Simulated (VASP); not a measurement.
Here is a VASP 6.6.1 calculation.

INCAR

```
SYSTEM = C
PREC = Accurate ; ENCUT = 520
EDIFF = 1E-6 ; ISMEAR = 0
SIGMA = 0.05 ; LREAL = .False.
LASPH = .True. ; NELM = 60
ALGO = Normal ; ISIF = 2
LWAVE = .False. ; LCHARG = .True.
LELF = .True. ; LVHAR = .True.
NBANDS = 31
```

File KPOINTS:

```
Automatic mesh
0
Gamma
  10 10 3
  0 0 0
```

Contents of POSCAR:

```
C
1.0
   -2.4912907516      0.0000000000      0.0000000000
   -1.2456453758     -2.1575210791      0.0000000000
   -1.2457699403     -0.7192456104     10.2538776052
C
10
Direct
   -0.5579810244     -0.5579810244      0.8741556576
    0.4916610444      0.4916610444      0.7252443424
    0.0248334907      0.0248334907      0.1257869493
    0.5755465293      0.5755465293      0.4736130507
   -0.0248414897     -0.0248414897      0.2747969895
    0.6252215097      0.6252215097      0.3246030105
   -0.2413620533     -0.2413620533      0.9242937306
    0.1750420733      0.1750420733      0.6751062694
    0.3748756089      0.3748756089      0.0756656066
    0.2255044111      0.2255044111      0.5237343934
```

Potentials or basis: VASP PAW LDA potentials, release 64 (C).

The run is started by

```sh
$ cat potpaw_LDA.64/C/POTCAR > POTCAR
$ mpirun -np 1 vasp_std > vasp.out
```

Q: What does it give for the band gap on the k mesh?

A: Zero (band 20 reaches 10.83 eV, above the bottom of band 21 at 10.46 eV).

Q: What does it give for the largest force?

A: 4.099 eV/Å.

Forces in eV/Å, atoms in the order of the input:
```
C    0.000  0.000 -0.413
C    0.001  0.001 -0.680
C    0.002  0.001 -0.471
C   -0.002 -0.001  0.136
C   -0.002 -0.001  0.494
C    0.002  0.001 -0.077
C    0.000  0.000 -3.120
C   -0.001 -0.001  0.176
C   -0.001 -0.001  4.099
C    0.001  0.001 -0.143
```

Caveat: forces of over 1 eV/Å act on the atoms, so gaps and moduli don't describe the material at rest.
